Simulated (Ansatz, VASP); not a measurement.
## Two plane-wave programs on SnO

INCAR

```
PREC = Accurate ; ENCUT = 520
EDIFF = 1E-6 ; ISMEAR = 0
SIGMA = 0.05 ; LREAL = False
LASPH = True ; NELM = 100
ALGO = Normal ; ISIF = 2
LWAVE = False ; LCHARG = True
LDIPOL = True ; IDIPOL = 3
DIPOL = 0.5 0.5 0.403 ; GGA = PE
IVDW = 12 ; LELF = True
LVHAR = True ; LVACPOTAV = True
NBANDS = 50
```

File KPOINTS:

```
Automatic mesh
0
Gamma
  7 7 1
```

Contents of POSCAR:

```
SnO
1.0
    3.8201527579      0.0002954580      0.0000000000
   -0.0003145460      3.8201527564      0.0000000000
    0.0000000000      0.0000000000     22.2260749779
Sn O
4 4
Direct
    0.9999453016      0.9999453016      0.2024648978
    0.4999453016      0.4999453016      0.3087831520
    0.7499453016      0.9999453016      0.4977503900
    0.2499453016      0.4999453016      0.6040686442
    0.9999461181      0.4999461181      0.2556240249
    0.4999461181      0.9999461181      0.2556240249
    0.7499461181      0.4999461181      0.5509095171
    0.2499461181      0.9999461181      0.5509095171
```

Input for Ansatz:

```yaml
crystal:
  lattice:
    - [3.820152616, 0.0002954389, 0.0]
    - [-0.0003145156, 3.8201526145, 0.0]
    - [0.0, 0.0, 22.2260756252]
  atoms:
    - { symbol: Sn, position: [0.9999453016, 0.9999453016, 0.202464892] }
    - { symbol: O, position: [0.9999461184, 0.4999461184, 0.2556240248] }
    - { symbol: O, position: [0.4999461184, 0.9999461184, 0.2556240248] }
    - { symbol: Sn, position: [0.4999453016, 0.4999453016, 0.3087831576] }
    - { symbol: Sn, position: [0.7499453016, 0.9999453016, 0.4977503901] }
    - { symbol: O, position: [0.7499461184, 0.4999461184, 0.5509095229] }
    - { symbol: O, position: [0.2499461184, 0.9999461184, 0.5509095229] }
    - { symbol: Sn, position: [0.2499453016, 0.4999453016, 0.6040686557] }
basis:
  ecutwfc: 420
kpoints:
  mp_grid: { grid: [7, 7, 1] }
hamiltonian:
  xc: pbe
  pseudopotentials: { kind: paw, azcp: { folder: soft_1 } }
  dispersion: d3bj
scf:
  occupations: { method: gaussian, width: 0.05 }
output:
  forces: true
  eigenvalues: true
efield:
  axis: 3
  dipole_correction: true
  ramp_width: 0.04
```

Alike in both runs: task single point; functional PBE; dispersion D3(BJ); k mesh 7 × 7 × 1; occupations gaussian, width 0.05 eV; no spin polarisation.

```csv
,VASP,Ansatz
version,VASP 6.6.1,Ansatz 0.2.0
potentials or method,"VASP PAW PBE potentials, release 64 (Sn_d, O), cutoff 520 eV","scalar-relativistic, plane waves, PAW"
valence electrons in the cell,80,80
```

VASP gave:

* gap on the k mesh at the Fermi level (eV): 2.56
* least direct gap on the mesh (eV): 2.58
* rms of the force components (eV/Å): 0.054

Problem. Which values does Ansatz return?

Solution. gap on the k mesh at the Fermi level (eV): 2.60; least direct gap on the mesh (eV): 2.62; rms of the force components (eV/Å): 0.022.

Ansatz's warnings: structure snapped to symmetry.
